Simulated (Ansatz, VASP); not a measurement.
# Ni: VASP beside Ansatz

```
CELL_PARAMETERS angstrom
0.00000 1.73306 1.73306
1.73306 0.00000 1.73306
1.73306 1.73306 0.00000
ATOMIC_POSITIONS crystal
Ni 0.00000 0.00000 0.00000
```

Alike in both runs: task single point; functional r2SCAN; k mesh 15 × 15 × 15; occupations fermi-dirac, width 0.3 eV; no spin polarisation.

```csv
,VASP,Ansatz
version,VASP 6.6.1,Ansatz 0.2.0
potentials or method,"VASP PAW PBE potentials, release 64 (Ni), cutoff 520 eV","plane waves (500 eV) with PAW, scalar-relativistic"
valence electrons in the cell,10,18
```

```tsv
	VASP	Ansatz	Ansatz less VASP
pressure (GPa)	3.4	2.8	-0.62
```

VASP's potentials were made for PBE, not for r2SCAN. The functional is the same, so the differences come from potentials, cutoffs and numerics. VASP's potentials hold 10 valence electrons a cell and Ansatz's 18, so a difference there can come from the potentials and not from the codes.
